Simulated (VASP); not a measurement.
# Te2Pt: relaxation of the atoms with PBE+D3(BJ)

The system is Te2Pt, a sheet with vacuum.

```
CELL_PARAMETERS angstrom
4.02600 0.00000 0.00000
-2.01300 3.48662 0.00000
0.00000 0.00000 20.74000
ATOMIC_POSITIONS crystal
Te 0.66667 0.33333 0.43394
Te 0.33333 0.66667 0.56606
Pt 0.00000 0.00000 0.50000
```

```
Program                : VASP 6.6.1
Task                   : relaxation of the atoms
Functional             : PBE
Dispersion             : D3(BJ)
Potentials or basis    : VASP PAW PBE potentials, release 64 (Te, Pt)
Cutoff                 : 450 eV
k mesh                 : 14 × 14 × 1
Occupations            : gaussian, width 0.05 eV
Spin                   : no spin polarisation
Dipole correction      : yes
Further INCAR settings : ALGO = Normal; EDIFF = 1e-07; NELMDL = -8; IBRION = 2; EDIFFG = -0.01; NSW = 100
```

```
Energy gained by relaxing  : 0.3 meV/atom
Ionic steps                : 4
Band gap on the k mesh     : 0.77 eV (least direct gap 0.99 eV)
Dispersion energy per atom : -0.338 eV
```

The path:
```csv
step,energy change (eV),largest force (eV/Å),pressure (GPa)
1,0.0000,0.0996,-0.25
2,-0.0007,0.0475,-0.31
3,-0.0008,0.0216,-0.40
4,-0.0009,0.0001,-0.37
```

Final structure:
```xyz
3
Lattice="4.0260 0.0000 0.0000 -2.0130 3.4866 0.0000 0.0000 0.0000 20.7400" Properties=species:S:1:pos:R:3 pbc="T T T"
Te    2.0130    1.1622    8.9908
Te    0.0000    2.3244   11.7492
Pt    0.0000    0.0000   10.3700
```

Levels at points of the mesh, in eV from the valence-band top:
| k point | band 9 | band 10 | band 11 | band 12 | band 13 | band 14 |
| --- | --- | --- | --- | --- | --- | --- |
| (0.00, 0.00, 0.00) | -0.61 | 0.00 | 0.00 | 2.35 | 2.35 | 3.83 |
| (0.50, 0.00, 0.00) | -2.52 | -2.07 | -1.57 | 1.69 | 2.11 | 3.18 |

It took 7.9 min on 1 thread of AMD EPYC 9755 128-Core Processor, with other jobs on the host, peak memory 0.35 GiB.

Caveat: spin-orbit coupling is left out, which moves the levels of the heavy elements.
